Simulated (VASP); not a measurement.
Input of a VASP 6.6.1 run:

INCAR

```
PREC = Accurate
ENCUT = 520
EDIFF = 1E-6
ISMEAR = 0
SIGMA = 0.05
LREAL = F
LASPH = T
NELM = 60
ALGO = Normal
ISIF = 2
LWAVE = F
LCHARG = F
GGA = PE
NBANDS = 28
```

File KPOINTS:

```
regular mesh
0
Gamma
  8 8 8
```

POSCAR

```
SrTiO3
1.0
    3.9364094381      0.0000000000      0.0000000000
    0.0000000000      3.9364094381      0.0000000000
    0.0000000000      0.0000000000      3.9364094381
Sr Ti O
1 1 3
Direct
   -0.0239810859      0.0000000000      0.0000000000
    0.5292652484      0.5000000000      0.5000000000
    0.0101642827      0.5000000000      0.5000000000
    0.5168061985      0.0000000000      0.5000000000
    0.5168061985      0.5000000000      0.0000000000
```

Potentials or basis: VASP PAW PBE potentials, release 64 (Sr_sv, Ti_sv, O).

Launch:

```sh
$ cat potpaw_PBE.64/Sr_sv/POTCAR potpaw_PBE.64/Ti_sv/POTCAR potpaw_PBE.64/O/POTCAR > POTCAR
$ mpirun -np 1 vasp_std > vasp.out
```

**Question.** Predict the largest force.

**Answer.** 0.669 eV/Å.

**Question.** What does it give for the band gap on the k mesh?

**Answer.** 1.83 eV (least direct gap 2.22 eV).

**Question.** Estimate the pressure.

**Answer.** 1.8 GPa.

Forces in eV/Å, atoms in the order of the input:
```
Sr   0.669  0.000  0.000
Ti  -0.521  0.000  0.000
O    0.043  0.000  0.000
O   -0.096  0.000  0.000
O   -0.096  0.000  0.000
```

Caveat: the cell differs from its parent crystal (atoms displaced along a vibrational mode). A k mesh can miss the band edges.
